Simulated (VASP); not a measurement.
# HfN in VASP: notebook, part 2 of 2

VASP 6.6.1. Earlier steps stand in the parts before.

## 5. Single point, PBE

File INCAR:

```
PREC     = Accurate       # precision mode
ENCUT    = 520            # plane-wave cutoff, eV
EDIFF    = 1E-6           # SCF threshold, eV
ISMEAR   = -1             # smearing method
SIGMA    = 0.02           # smearing width, eV
LREAL    = False          # projectors in reciprocal space
LASPH    = True           # aspherical terms in the spheres
NELM     = 60             # most SCF steps
ALGO     = Normal         # electronic algorithm
ISIF     = 2              # what is computed and relaxed
LWAVE    = False          # write WAVECAR
LCHARG   = False          # write CHGCAR
LDIPOL   = True         
IDIPOL   = 3            
DIPOL    = 0.5 0.5 0.500
GGA      = PE             # functional
EFIELD   = -0.2         
NBANDS   = 32             # bands
```

File KPOINTS:

```
Automatic mesh
0
Gamma
  9 7 1
```

File POSCAR:

```
HfN
1.0
    3.2157240931      0.0000000000      0.0000000000
    0.0000000000      4.5477206253      0.0000000000
    0.0000000000      0.0000000000     19.2157000000
Hf N
3 3
Direct
    0.0000000000      0.2500000000      0.4201510288
    0.5000000000      0.7500000000      0.4999999479
    0.0000000000      0.2500000000      0.5798490693
    0.0000000000      0.7500000000      0.4201061568
    0.5000000000      0.2500000000      0.5000000536
    0.0000000000      0.7500000000      0.5798937436
```

Started as:

```
cat potpaw_PBE.64/Hf_pv/POTCAR potpaw_PBE.64/N/POTCAR > POTCAR
mpirun -np 1 vasp_std > vasp.out
```

Run time: 5 min. Hardware: 1 thread of Intel Xeon Platinum 8488C (Sapphire Rapids), shared host; peak memory 0.42 GiB.

The run converged. Its results:

- Free energy: -60.2244 eV
- Largest force: 0.139 eV/Å
- Band gap on the k mesh: zero (an odd number of electrons rules out a gap without spin polarisation)

Forces in eV/Å, atoms in the order of the input:
```
Hf   0.000  0.000  0.095
Hf   0.000  0.000  0.005
Hf   0.000  0.000 -0.139
N    0.000  0.000  0.108
N    0.000  0.000  0.019
N    0.000  0.000 -0.089
```

Levels at points of the mesh, in eV from the Fermi level:
| k point | band 21 | band 22 | band 23 | band 24 | band 25 | band 26 |
| --- | --- | --- | --- | --- | --- | --- |
| (0.00, 0.00, 0.00) | -1.51 | -0.88 | -0.59 | 0.88 | 0.95 | 1.16 |

Caveat: spin-orbit coupling is left out, which moves the levels of the heavy elements; an odd number of electrons without spin polarisation forces a metal; a magnetic or distorted state may lie lower.

## 6. Single point, PBE

File INCAR:

```
PREC = Accurate
ENCUT = 520
EDIFF = 1E-6
ISMEAR = -1
SIGMA = 0.02
LREAL = False
LASPH = True
NELM = 80
ALGO = Normal
ISIF = 2
LWAVE = False
LCHARG = False
GGA = PE
NBANDS = 32
```

KPOINTS is that of step 5.

POSCAR is that of step 5.

Potentials or basis: VASP PAW PBE potentials, release 64 (Hf_pv, N).

Started as:

```
cat potpaw_PBE.64/Hf_pv/POTCAR potpaw_PBE.64/N/POTCAR > POTCAR
mpirun -np 1 vasp_std > vasp.out
```

OUTCAR:

```text
PREC = Accurate
   ENCUT = 520
   EDIFF = 1E-6
   ISMEAR = -1
   LREAL = False
   LASPH = True
   NELM = 80
   ISIF = 2
   GGA = PE

 ion  position               nearest neighbor table
   1  0.000  0.250  0.420-   5 2.22   5 2.22   4 2.27   4 2.27   3 3.07   2 3.18   2 3.18   2 3.18
                             2 3.18
   2  0.500  0.750  0.500-   4 2.22   4 2.22   6 2.22   6 2.22   5 2.27   5 2.27   1 3.18   1 3.18
                             1 3.18   1 3.18   3 3.18   3 3.18   3 3.18   3 3.18
   3  0.000  0.250  0.580-   5 2.22   5 2.22   6 2.27   6 2.27   1 3.07   2 3.18   2 3.18   2 3.18
                             2 3.18
   4  0.000  0.750  0.420-   2 2.22   2 2.22   1 2.27   1 2.27
   5  0.500  0.250  0.500-   3 2.22   3 2.22   1 2.22   1 2.22   2 2.27   2 2.27
   6  0.000  0.750  0.580-   2 2.22   2 2.22   3 2.27   3 2.27

  LATTYP: Found a simple orthorhombic cell.
 ALAT       =     3.2157240931
 B/A-ratio  =     1.4142135624
 C/A-ratio  =     5.9755437481

  Lattice vectors:

 A1 = (   3.2157240931,   0.0000000000,   0.0000000000)
 A2 = (   0.0000000000,   4.5477206253,   0.0000000000)
 A3 = (   0.0000000000,   0.0000000000,  19.2157000000)

Analysis of symmetry for initial positions (statically):
=====================================================================
 Subroutine PRICEL returns:
 Original cell was already a primitive cell.

 Routine SETGRP: Setting up the symmetry group for a
 simple orthorhombic supercell.

 Subroutine GETGRP returns: Found  8 space group operations
 (whereof  4 operations were pure point group operations)
 out of a pool of  8 trial point group operations.

The static configuration has the point symmetry C_2v.
 The point group associated with its full space group is D_2h.

Analysis of symmetry for dynamics (positions and initial velocities):
=====================================================================
[... 134 lines left out ...]
     AMIX_MAG =   1.60;   BMIX_MAG =  1.00
  volume/ion in A,a.u.               =      46.84       316.06
  Fermi-wavevector in a.u.,A,eV,Ry     =   0.889002  1.679970 10.753019  0.790325
  Thomas-Fermi vector in A             =   2.010506
   LORBIT       =      0    0 simple, 1 ext, 2 COOP (PROOUT), +10 PAW based schemes
   GGA     = PE    functional components
   LHFCALC =     F    Hartree Fock is set to
   AEXX    =    0.0000 exact exchange contribution
   IVDW    =     0    specifies the selected vdW correction
   LEPSILON=     F    determine dielectric tensor
   LRPA    =     F    only Hartree local field effects (RPA)
 non-spin polarized calculation
  energy-cutoff  :      520.00
  volume of cell :      281.01
 maximum number of plane-waves:      7616
 NGX is ok and might be reduce to    24
   NGX = 11   NGY = 17   NGZ = 71

 number of electron      44.9999997 magnetization

 Free energy of the ion-electron system (eV)
  ---------------------------------------------------
  ext. energy  EPLUGINS =         0.00000000
  ---------------------------------------------------
  free energy    TOTEN  =       -60.21218283 eV

  energy without entropy =      -60.20406379  energy(sigma->0) =      -60.20812331

 E-fermi :  -0.8644     XC(G=0):  -4.3295

 val. band max:       -0.8887061979   @ k =   0.2222   0.2857   0.0000
 cond. band min:      -0.8527343651   @ k =   0.1111   0.2857   0.0000
 fundamental gap:      0.0359718328
 Fermi energy:        -0.8644352619

 k-point     1 :       0.0000    0.0000    0.0000
  band No.  band energies     occupation
      1     -32.6561      2.00000
      2     -32.3039      2.00000
      3     -32.2842      2.00000
      4     -32.1026      2.00000
      5     -32.0806      2.00000
      6     -32.0359      2.00000
[... 689 lines left out ...]
     31       3.0189      0.00000
     32       4.3732      0.00000

------------------------ aborting loop because EDIFF is reached ----------------------------------------

  FORCE on cell =-STRESS in cart. coord.  units (eV):
  Direction    XX          YY          ZZ          XY          YZ          ZX
  --------------------------------------------------------------------------------------
  -------------------------------------------------------------------------------------
  Total        0.8814484    -14.3097011     -0.7055241      0.0000000      0.0000000      0.0000000
  in kB        5.0254932    -81.5853871     -4.0224778      0.0000000      0.0000000      0.0000000
  external PRESSURE =     -26.8607905 kB  Pullay stress =       0.0000000 kB

 VOLUME and BASIS-vectors are now :
 -----------------------------------------------------------------------------
  energy-cutoff  :      520.00
  volume of cell :      281.01
      direct lattice vectors                 reciprocal lattice vectors
     3.215724093  0.000000000  0.000000000     0.310971953  0.000000000  0.000000000
     0.000000000  4.547720625  0.000000000     0.000000000  0.219890376  0.000000000
     0.000000000  0.000000000 19.215700000     0.000000000  0.000000000  0.052040779

 POSITION                                       TOTAL-FORCE (eV/Angst)
 -----------------------------------------------------------------------------------
      0.00000      1.13693      8.07350        -0.000000      0.000000      0.117318
      1.60786      3.41079      9.60785        -0.000000      0.000000      0.000000
      0.00000      1.13693     11.14221        -0.000000      0.000000     -0.117318
      0.00000      3.41079      8.07263        -0.000000     -0.000000      0.097865
      1.60786      1.13693      9.60785        -0.000000     -0.000000      0.000000
      0.00000      3.41079     11.14306         0.000000     -0.000000     -0.097865
 -----------------------------------------------------------------------------------
    total drift:                                0.000000      0.000000      0.002855

  FREE ENERGIE OF THE ION-ELECTRON SYSTEM (eV)
  ---------------------------------------------------
  free  energy   TOTEN  =       -60.2121828330 eV

  energy  without entropy=      -60.2040637916  energy(sigma->0) =      -60.20812331
```

OSZICAR:

```text
N       E                     dE             d eps       ncg     rms          rms(c)
DAV:   1     0.235809179230E+03    0.23581E+03   -0.22916E+04  1648   0.114E+03
DAV:   2    -0.442461230344E+02   -0.28006E+03   -0.27017E+03  1688   0.277E+02
DAV:   3    -0.722940590842E+02   -0.28048E+02   -0.27472E+02  1592   0.740E+01
[... 17 lines left out ...]
DAV:  21    -0.602121569288E+02   -0.18129E-04   -0.10510E-06  1288   0.219E-03    0.214E-03
DAV:  22    -0.602121730716E+02   -0.16143E-04   -0.81199E-07  1240   0.163E-03    0.604E-04
DAV:  23    -0.602121810334E+02   -0.79617E-05   -0.46028E-07  1192   0.103E-03    0.190E-03
DAV:  24    -0.602121825283E+02   -0.14949E-05   -0.78452E-08  1128   0.622E-04    0.298E-04
DAV:  25    -0.602121828330E+02   -0.30473E-06   -0.20756E-08  1008   0.359E-04
   1 F= -.60212183E+02 E0= -.60208123E+02  d E =-.811904E-02
```

stdout:

```text
POSCAR found type information on POSCAR HfN
 POSCAR found :  2 types and       6 ions
 scaLAPACK will be used
 LDA part: xc-table for (Slater+PW92), standard interpolation
 POSCAR, INCAR and KPOINTS ok, starting setup
 FFT: planning ... GRIDC
 FFT: planning ... GRID_SOFT
 FFT: planning ... GRID
 WAVECAR not read
 entering main loop
```

It took 4.2 min on 1 thread of Intel Xeon Platinum 8488C (Sapphire Rapids), shared host; peak memory 0.42 GiB.

What came out:

- Free energy: -60.2122 eV
- Largest force: 0.117 eV/Å
- Band gap on the k mesh: zero (an odd number of electrons rules out a gap without spin polarisation)

Forces on the atoms (eV/Å):
```
Hf   0.000  0.000  0.117
Hf   0.000  0.000  0.000
Hf   0.000  0.000 -0.117
N    0.000  0.000  0.098
N    0.000  0.000  0.000
N    0.000  0.000 -0.098
```

Caveat: there is no dipole correction, which matters where the two faces differ; spin-orbit coupling is left out, which moves the levels of the heavy elements; an odd number of electrons without spin polarisation forces a metal; a magnetic or distorted state may lie lower.

## 7. Overview

```tsv
cell	dipole correction	electric field (eV/Å)	gap on the mesh (eV)	largest force (eV/Å)
as given, atomic positions A	yes	-	none	0.99
as given, atomic positions B	yes	-	none	0.12
as given, atomic positions B	yes	-0.2 eV/Å	none	0.14
as given, atomic positions B	no	-	none	0.12
```

Alike in all rows: task single point; level PBE; potentials or basis VASP PAW PBE potentials, release 64 (Hf_pv, N); no spin polarisation; k mesh 9 × 7 × 1; cutoff (eV) 520; smearing fermi-dirac 0.02 eV.

Caveats: spin-orbit coupling is left out, which moves the levels of the heavy elements; an odd number of electrons without spin polarisation forces a metal; a magnetic or distorted state may lie lower; there is no dipole correction, which matters where the two faces differ (at least some runs).

Absolute energies hang on the potentials; compare differences alone.

The gap in the log of VASP goes by the Fermi energy; the results here count the filled bands.